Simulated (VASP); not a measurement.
# CaF2 (Fm-3m) in VASP: single point with LDA

Aim: the single point of CaF2 with LDA.

Everything below comes from runs of VASP 6.6.1. Logs are shortened: lines on timing, memory, paths and dates and some standing lists are left out, and cuts for length are marked.

### 1 The cell of the first run

It takes space group Fm-3m (No. 225, cubic). Conventional cell: a = 5.462 Å, b = 5.462 Å, c = 5.462 Å, α = 90.00°, β = 90.00°, γ = 90.00°. Within 3.1 Å of Ca (site symmetry m-3m) lie 8 F at 2.37 Å. F (site symmetry -43m) has 4 Ca at 2.37 Å and 6 F at 2.73 Å within 3.1 Å.

### 2 Single point, LDA

Contents of INCAR:

```
SYSTEM = CaF2
PREC = Accurate
ENCUT = 600
EDIFF = 1E-6
ISMEAR = 0
SIGMA = 0.01
LREAL = .False.
LASPH = .True.
NELM = 120
ALGO = Normal
ISIF = 2
LWAVE = .False.
LCHARG = .True.
GGA = CA
LELF = .True.
LVHAR = .True.
NBANDS = 33
GGA_COMPAT = .False.
```

Contents of KPOINTS:

```
regular mesh
0
Gamma
  4 4 2
  0 0 0
```

Contents of POSCAR:

```
CaF2
1.0
    0.0000000000      2.7310000000      2.7310000000
    2.7310000000      0.0000000000      2.7310000000
    5.4620000000      5.4620000000      0.0000000000
Ca F
2 4
Direct
    0.0000000000      0.0000000000      0.0000000000
    0.0000000000      0.0000000000      0.5000000000
    0.2500000000      0.2500000000      0.1250000000
    0.7500000000      0.7500000000      0.3750000000
    0.2500000000      0.2500000000      0.6250000000
    0.7500000000      0.7500000000      0.8750000000
```

Potentials or basis: VASP PAW LDA potentials, release 64 (Ca_sv, F).

Launch:

```bash
> cat potpaw_LDA.64/Ca_sv/POTCAR potpaw_LDA.64/F/POTCAR > POTCAR
> mpirun -np 1 vasp_std > vasp.out
```

OUTCAR:

```text
SYSTEM = CaF2
   PREC = Accurate
   ENCUT = 600
   EDIFF = 1E-6
   ISMEAR = 0
   LREAL = .False.
   LASPH = .True.
   NELM = 120
   ISIF = 2
   GGA = CA

 ion  position               nearest neighbor table
   1  0.000  0.000  0.000-   6 2.37   6 2.37   3 2.37   4 2.37   5 2.37   6 2.37   3 2.37   3 2.37

   2  0.000  0.000  0.500-   4 2.37   4 2.37   3 2.37   4 2.37   5 2.37   6 2.37   5 2.37   5 2.37

   3  0.250  0.250  0.125-   1 2.37   1 2.37   1 2.37   2 2.37
   4  0.750  0.750  0.375-   1 2.37   2 2.37   2 2.37   2 2.37
   5  0.250  0.250  0.625-   2 2.37   2 2.37   1 2.37   2 2.37
   6  0.750  0.750  0.875-   1 2.37   2 2.37   1 2.37   1 2.37

  LATTYP: Found a trigonal (rhomboedric) cell.
 ALAT       =     6.6895564875
 COS(alpha) =     0.8333333333

  Lattice vectors:

 A1 = (   5.4620000000,   2.7310000000,  -2.7310000000)
 A2 = (   2.7310000000,   2.7310000000,  -5.4620000000)
 A3 = (   2.7310000000,   5.4620000000,  -2.7310000000)

Analysis of symmetry for initial positions (statically):
=====================================================================
 Subroutine PRICEL returns following result:

  LATTYP: Found a face centered cubic cell.
 ALAT       =     5.4620000000

  Lattice vectors:

 A1 = (   0.0000000000,   2.7310000000,   2.7310000000)
 A2 = (   2.7310000000,   0.0000000000,   2.7310000000)
 A3 = (   2.7310000000,   2.7310000000,   0.0000000000)

   2 primitive cells build up your supercell.

 Routine SETGRP: Setting up the symmetry group for a
 trigonal (rhombohedral) supercell.

 Subroutine GETGRP returns: Found 12 space group operations
 (whereof 12 operations were pure point group operations)
 out of a pool of 12 trial point group operations.

The static configuration has the point symmetry D_3d.

Analysis of symmetry for dynamics (positions and initial velocities):
=====================================================================
 Subroutine PRICEL returns following result:

  LATTYP: Found a face centered cubic cell.
 ALAT       =     5.4620000000

  Lattice vectors:

 A1 = (   0.0000000000,   2.7310000000,   2.7310000000)
 A2 = (   2.7310000000,   0.0000000000,   2.7310000000)
 A3 = (   2.7310000000,   2.7310000000,   0.0000000000)

   2 primitive cells build up your supercell.

 Routine SETGRP: Setting up the symmetry group for a
 trigonal (rhombohedral) supercell.

 Subroutine GETGRP returns: Found 12 space group operations
 (whereof 12 operations were pure point group operations)
 out of a pool of 12 trial point group operations.

The dynamic configuration has the point symmetry D_3d.

 Subroutine INISYM returns: Found 12 space group operations
 (whereof 12 operations are pure point group operations),
 and found     2 'primitive' translations

----------------------------------------------------------------------------------------

                                     Primitive cell

  volume of cell :      40.7376

  direct lattice vectors                    reciprocal lattice vectors
     0.000000000  2.731000000  2.731000000    -0.183083120  0.183083120  0.183083120
     2.731000000  0.000000000  2.731000000     0.183083120 -0.183083120  0.183083120
     2.731000000  2.731000000  0.000000000     0.183083120  0.183083120 -0.183083120

  length of vectors
     3.862217239  3.862217239  3.862217239     0.317109265  0.317109265  0.317109265

  position of ions in fractional coordinates (direct lattice)
     0.000000000  0.000000000  0.000000000
     0.250000000  0.250000000  0.250000000
     0.750000000  0.750000000  0.750000000

  ion indices of the primitive-cell ions
   primitive index   ion index
                 1           1
                 2           3
                 3           6

[... 19 lines left out ...]
     0.000000000  0.000000000  0.000000000

 -----------------------------------------------------------------------------
|                                                                             |
|           W    W    AA    RRRRR   N    N  II  N    N   GGGG   !!!           |
|           W    W   A  A   R    R  NN   N  II  NN   N  G    G  !!!           |
|           W    W  A    A  R    R  N N  N  II  N N  N  G       !!!           |
|           W WW W  AAAAAA  RRRRR   N  N N  II  N  N N  G  GGG   !            |
|           WW  WW  A    A  R   R   N   NN  II  N   NN  G    G                |
|           W    W  A    A  R    R  N    N  II  N    N   GGGG   !!!           |
|                                                                             |
|     Your reciprocal lattice and k-lattice belong to different lattice       |
|     classes:                                                                |
|                                                                             |
|        The reciprocal lattice is rhombohedral (trigonal),                   |
|        whereas your k-lattice is body-centered cubic.                       |
|                                                                             |
|     Results are often still useful ...                                      |
|                                                                             |
 -----------------------------------------------------------------------------

 Subroutine IBZKPT returns following result:
 ===========================================

 Found      8 irreducible k-points:

 Following reciprocal coordinates:
            Coordinates               Weight
  0.000000  0.000000  0.000000      1.000000
  0.250000  0.000000  0.000000      6.000000
  0.500000  0.000000  0.000000      3.000000
  0.250000  0.250000  0.000000      6.000000
  0.500000  0.250000  0.000000      6.000000
 -0.250000  0.250000  0.000000      6.000000
  0.000000  0.000000  0.500000      1.000000
  0.500000  0.000000  0.500000      3.000000
   k-points           NKPTS =      8   k-points in BZ     NKDIM =      8   number of bands    NBANDS=     33
   number of dos      NEDOS =    301   number of ions     NIONS =      6
   total plane-waves  NPLWV =  65536
   dimension x,y,z NGX =    32 NGY =   32 NGZ =   64
   dimension x,y,z NGXF=    64 NGYF=   64 NGZF=  128
   ions per type =               2   4
   NGX,Y,Z   is equivalent  to a cutoff of  13.77, 13.77, 13.77 a.u.
   NGXF,Y,Z  is equivalent  to a cutoff of  27.55, 27.55, 27.55 a.u.
 SYSTEM =  CaF2
   PREC   = accura    normal or accurate (medium, high low for compatibility)
   ISTART =      0    job   : 0-new  1-cont  2-samecut
   ICHARG =      2    charge: 1-file 2-atom 10-const
   ISPIN  =      1    spin polarized calculation?
   LNONCOLLINEAR =      F non collinear calculations
   LSORBIT =      F    spin-orbit coupling
   LASPH  =      T    aspherical Exc in radial PAW
   ENCUT  =  600.0 eV  44.10 Ry    6.64 a.u.   7.71  7.71 15.43*2*pi/ulx,y,z
   NELM   =    120;   NELMIN=  2; NELMDL= -5     # of ELM steps
   EDIFF  = 0.1E-05   stopping-criterion for ELM
   LREAL  =      F    real-space projection
   EDIFFG = 0.1E-04   stopping-criterion for IOM
   NSW    =      0    number of steps for IOM
   IBRION =     -1    ionic relax: 0-MD 1-quasi-New 2-CG
   NFREE  =      0    steps in history (QN), initial steepest desc. (CG)
   ISIF   =      2    stress and relaxation
   ISYM   =      2    0-nonsym 1-usesym 2-fastsym
   POTIM  = 0.5000    time-step for ionic-motion
   TEBEG  =    0.0;   TEEND  =   0.0 temperature during run
   PSTRESS=    0.0 pullay stress
   NELECT =      48.0000    total number of electrons
   NUPDOWN=      -1.0000    fix difference up-down
   EMIN   =  10.00;   EMAX   =-10.00  energy-range for DOS
   EFERMI =   0.00;   METHOD = LEGACY
   ISMEAR =     0;   SIGMA  =   0.01  broadening in eV -4-tet -1-fermi 0-gaus
   EFERMI_NEDOS =   21; number of points for ismear=-14 and -15
   IALGO  =     38    algorithm
   IMIX   =      4    mixing-type and parameters
     AMIX     =   0.40;   BMIX     =  1.00
     AMIX_MAG =   1.60;   BMIX_MAG =  1.00
  volume/ion in A,a.u.               =      13.58        91.64
  Fermi-wavevector in a.u.,A,eV,Ry     =   1.372398  2.593457 25.626266  1.883477
  Thomas-Fermi vector in A             =   2.498009
   LORBIT       =      0    0 simple, 1 ext, 2 COOP (PROOUT), +10 PAW based schemes
   GGA     = CA    functional components
   LHFCALC =     F    Hartree Fock is set to
   AEXX    =    0.0000 exact exchange contribution
   IVDW    =     0    specifies the selected vdW correction
   LEPSILON=     F    determine dielectric tensor
   LRPA    =     F    only Hartree local field effects (RPA)
 non-spin polarized calculation
 Gauss-broadening in eV      SIGMA  =   0.01
  energy-cutoff  :      600.00
  volume of cell :       81.48
 maximum number of plane-waves:      2743
 NGX is ok and might be reduce to    32
   NGX = 15   NGY = 15   NGZ = 31

 number of electron      47.9999977 magnetization

 Free energy of the ion-electron system (eV)
  ---------------------------------------------------
  ext. energy  EPLUGINS =         0.00000000
  ---------------------------------------------------
  free energy    TOTEN  =       -37.92411693 eV

  energy without entropy =      -37.92411693  energy(sigma->0) =      -37.92411693

 E-fermi :  -1.2345     XC(G=0): -10.3717

 val. band max:       -1.3616268936   @ k =   0.5000   0.0000   0.0000
 cond. band min:       5.5438955207   @ k =   0.0000   0.0000   0.0000
 fundamental gap:      6.9055224143
 Fermi energy:        -1.2344575028

 k-point     1 :       0.0000    0.0000    0.0000
  band No.  band energies     occupation
      1     -36.7925      2.00000
      2     -36.7553      2.00000
      3     -21.0505      2.00000
      4     -20.8916      2.00000
      5     -20.5252      2.00000
      6     -20.0725      2.00000
[... 277 lines left out ...]
     32       8.8634      0.00000
     33       9.5039      0.00000

------------------------ aborting loop because EDIFF is reached ----------------------------------------

  FORCE on cell =-STRESS in cart. coord.  units (eV):
  Direction    XX          YY          ZZ          XY          YZ          ZX
  --------------------------------------------------------------------------------------
  -------------------------------------------------------------------------------------
  Total       -3.1364837     -3.1364837     -3.1364837     -0.0000323      0.0000323      0.0000323
  in kB      -61.6777498    -61.6777498    -61.6777498     -0.0006358      0.0006358      0.0006358
  external PRESSURE =     -61.6777498 kB  Pullay stress =       0.0000000 kB

 VOLUME and BASIS-vectors are now :
 -----------------------------------------------------------------------------
  energy-cutoff  :      600.00
  volume of cell :       81.48
      direct lattice vectors                 reciprocal lattice vectors
     0.000000000  2.731000000  2.731000000    -0.183083120  0.183083120  0.183083120
     2.731000000  0.000000000  2.731000000     0.183083120 -0.183083120  0.183083120
     5.462000000  5.462000000  0.000000000     0.091541560  0.091541560 -0.091541560

 POSITION                                       TOTAL-FORCE (eV/Angst)
 -----------------------------------------------------------------------------------
      0.00000      0.00000      0.00000         0.000000      0.000000      0.000000
      2.73100      2.73100      0.00000         0.000000     -0.000000      0.000000
      1.36550      1.36550      1.36550         0.000003      0.000003     -0.000003
      4.09650      4.09650      4.09650        -0.000003     -0.000003      0.000003
      4.09650      4.09650      1.36550         0.000003      0.000003     -0.000003
      6.82750      6.82750      4.09650        -0.000003     -0.000003      0.000003
 -----------------------------------------------------------------------------------
    total drift:                                0.000000      0.000000      0.000000

  FREE ENERGIE OF THE ION-ELECTRON SYSTEM (eV)
  ---------------------------------------------------
  free  energy   TOTEN  =       -37.9241169297 eV

  energy  without entropy=      -37.9241169297  energy(sigma->0) =      -37.92411693
```

It used 48 s of CPU time on 1 thread of Intel Xeon 8259CL (shared host).

What came out:

```yaml
Free_energy: -37.9241 eV
Pressure: -6.2 GPa
Band_gap_on_the_k_mesh: 6.91 eV
```

Caveat: the k points lie up to 0.50 Å⁻¹ apart.
